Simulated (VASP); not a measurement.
A run of VASP 6.6.1:

POSCAR

```
Pt
1.0
    0.0000000000      2.0130809107      1.8520344378
    2.0130809107      0.0000000000      1.8520344378
    2.0130809107      2.0130809107      0.0000000000
Pt
1
Direct
    0.0000000000      0.0000000000      0.0000000000
```

File INCAR.step1:

```
SYSTEM = Pt
ALGO = Normal
EDIFF = 1E-4
ENCUT = 520
GGA = PE
ISMEAR = 0
LASPH = .True.
LCHARG = .False.
LREAL = .False.
LWAVE = .True.
NBANDS = 11
NELM = 60
PREC = Accurate
SIGMA = 0.15
```

INCAR.step2

```
SYSTEM = Pt
ALGO = Normal
EDIFF = 1E-6
ENCUT = 520
ISIF = 2
ISMEAR = 0
ISTART = 1
LASPH = .True.
LCHARG = .True.
LELF = .True.
LMIXTAU = .True.
LREAL = .False.
LVHAR = .True.
LWAVE = .False.
METAGGA = R2SCAN
NBANDS = 11
NELM = 60
PREC = Accurate
SIGMA = 0.15
```

File KPOINTS:

```
k-points
0
Gamma
  24 24 24
  0 0 0
```

Potentials or basis: VASP PAW PBE potentials, release 64 (Pt).

The run is started by

```sh
$ cat potpaw_PBE.64/Pt/POTCAR > POTCAR
$ cp INCAR.step1 INCAR
$ mpirun -np 1 vasp_std > vasp.out
$ cp INCAR.step2 INCAR
$ mpirun -np 1 vasp_std > vasp.out
```

Hardware: 1 thread of Intel(R) Xeon(R) 6975P-C (Granite Rapids) (shared host).

Problem. Estimate the wall time of this run.

Solution. It took 3.4 min on 1 thread of Intel(R) Xeon(R) 6975P-C (Granite Rapids), on a shared host, peak memory 0.28 GiB. Counts: k points 1063.
